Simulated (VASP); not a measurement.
NaCl: single point with PBE

Crystal: NaCl.

```
CELL_PARAMETERS angstrom
0.03519 2.80987 2.80987
2.80987 0.03519 2.80987
2.80987 2.80987 0.03519
ATOMIC_POSITIONS crystal
Na 0.00000 0.00000 0.00000
Cl 0.50000 0.50000 0.50000
```

This cell differs from its parent crystal: epitaxial 111 strain -1.0%.

* Program: VASP 6.6.1
* Task: single point
* Functional: PBE
* Potentials or basis: VASP PAW PBE potentials, release 64 (Na_pv, Cl)
* Cutoff: 520 eV
* k mesh: 4 × 4 × 4
* Occupations: gaussian, width 0.01 eV
* Spin: no spin polarisation

- Pressure: 1.6 GPa
- Band gap on the k mesh: 5.20 eV, direct

Stress tensor (GPa, compression positive):
```
 1.61 -0.17 -0.17
-0.17  1.61 -0.17
-0.17 -0.17  1.61
```

Levels at points of the mesh, in eV from the valence-band top:
```csv
k point,band 3,band 4,band 5,band 6,band 7,band 8,band 9,band 10,band 11,band 12
"(0.00, 0.00, 0.00)",-20.79,-12.75,-0.07,0.00,0.00,5.20,10.95,11.21,11.21,13.33
"(0.50, 0.00, 0.00)",-20.79,-12.38,-2.03,-0.34,-0.30,7.28,10.89,10.91,11.06,15.13
"(0.50, 0.50, 0.00)",-20.80,-12.33,-1.76,-0.68,-0.61,7.59,8.04,11.50,14.95,15.09
"(0.50, 0.50, 0.50)",-20.80,-12.40,-2.06,-0.26,-0.26,7.35,10.71,11.13,11.13,15.26
```

It took 15 s on 1 thread of AMD EPYC 7R43 64-Core Processor (Zen 3), with other jobs on the host, peak memory 0.11 GiB.

Caveat: the k points lie up to 0.49 Å⁻¹ apart; the cell differs from its parent crystal (epitaxial 111 strain -1.0%).
